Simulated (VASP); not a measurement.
A run of VASP 6.6.1:

INCAR

```
ALGO = Normal
DIPOL = 0.5 0.5 0.500
EDIFF = 1E-7
ENCUT = 520
GGA = PE
IDIPOL = 3
ISIF = 2
ISMEAR = 0
IVDW = 12
LASPH = True
LCHARG = False
LDIPOL = True
LREAL = False
LWAVE = False
NBANDS = 21
NELM = 100
PREC = Accurate
SIGMA = 0.05
```

The input KPOINTS:

```
k-points
0
Gamma
  12 12 1
```

Contents of POSCAR:

```
C
1.0
    2.4649373947      0.0000000000      0.0000000000
    1.2324826697      2.1346903356      0.0000000000
    0.0000000000      0.0000000000     23.7486608086
C
6
Direct
    0.1656238016      0.1656238016      0.3579149186
    0.4989565373      0.4989565373      0.3579473272
    0.4979139711      0.4979139711      0.4999837957
    0.8312467067      0.8312467067      0.5000162043
    0.8302041406      0.8302041406      0.6420526728
    0.1635368762      0.1635368762      0.6420850814
```

Potentials or basis: VASP PAW PBE potentials, release 64 (C).

The run is started by

```sh
$ cat potpaw_PBE.64/C/POTCAR > POTCAR
$ mpirun -np 1 vasp_std > vasp.out
```

Hardware: 1 thread of Intel(R) Xeon(R) Platinum 8488C (Sapphire Rapids), on a shared host.

Estimate the wall time of this run.

It took 100 s on 1 thread of Intel(R) Xeon(R) Platinum 8488C (Sapphire Rapids), on a shared host, peak memory 0.27 GiB. Counts: scf iterations 21, k points 43.
